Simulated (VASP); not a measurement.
A run of VASP 6.6.1:

Contents of POSCAR:

```
Ge
1.0
    1.3971490000     -2.6005160000      0.0000000000
    1.3971490000      2.6005160000      0.0000000000
    0.0000000000      0.0000000000      2.6982310000
Ge
1
Direct
    0.5000000000      0.5000000000      0.0000000000
```

Contents of INCAR.step1:

```
ALGO = Normal
EDIFF = 1E-5
ENCUT = 520
GGA = PE
ISIF = 2
ISMEAR = -1
LASPH = T
LCHARG = F
LREAL = F
LWAVE = T
NBANDS = 13
NELM = 80
PREC = Accurate
SIGMA = 0.05
```

The input INCAR.step2:

```
AEXX = 0.25
ALGO = Normal
EDIFF = 1E-6
ENCUT = 520
ISIF = 2
ISMEAR = -1
ISTART = 1
LASPH = T
LCHARG = F
LHFCALC = T
LMIXTAU = T
LREAL = F
LWAVE = F
METAGGA = R2SCAN
NBANDS = 13
NELM = 80
PREC = Accurate
PRECFOCK = Normal
SIGMA = 0.05
```

The input KPOINTS:

```
k-points
0
Gamma
  6 6 6
```

Potentials or basis: VASP PAW PBE potentials, release 64 (Ge_d).

Launch:

```console
$ cat potpaw_PBE.64/Ge_d/POTCAR > POTCAR
$ cp INCAR.step1 INCAR
$ mpirun -np 1 vasp_std > vasp.out
$ cp INCAR.step2 INCAR
$ mpirun -np 1 vasp_std > vasp.out
```

Hardware: 1 thread of Intel(R) Xeon(R) Platinum 8559C (Emerald Rapids) (shared host).

Task: How long does it take, and how much memory?

Result: It took 39 min on 1 thread of Intel(R) Xeon(R) Platinum 8559C (Emerald Rapids), with other jobs on the host, peak memory 0.15 GiB. Counts: k points 52.
